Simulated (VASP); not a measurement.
Si (a cell with a defect), 17 atoms in the cell. The cell holds a defect, 17 atoms: a = 7.679 Å, b = 7.679 Å, c = 7.679 Å, α = 60.00°, β = 60.00°, γ = 60.00°. 

* Program: VASP 6.6.1
* Task: single point
* Functional: PBE
* Dispersion: D3(BJ)
* Potentials or basis: VASP PAW PBE potentials, release 64 (Si)
* Cutoff: 520 eV
* k mesh: 2 × 2 × 2
* Occupations: gaussian, width 0.05 eV
* Spin: no spin polarisation
* Dipole correction: no
* Further INCAR settings: LREAL = Auto; ALGO = Normal; EDIFF = 1e-06; NBANDS = 48

Potentials or basis: VASP PAW PBE potentials, release 64 (Si).

Launch:

```console
$ cat potpaw_PBE.64/Si/POTCAR > POTCAR
$ mpirun -np 1 vasp_std > vasp.out
```

Hardware: 1 thread of Intel(R) Xeon(R) 6975P-C (Granite Rapids), with other jobs on the host.

Q: Estimate the wall time of this run.

A: Wall time 120 s on 1 thread of Intel(R) Xeon(R) 6975P-C (Granite Rapids), with other jobs on the host, peak memory 0.47 GiB. Counts: scf iterations 14, k points 8.
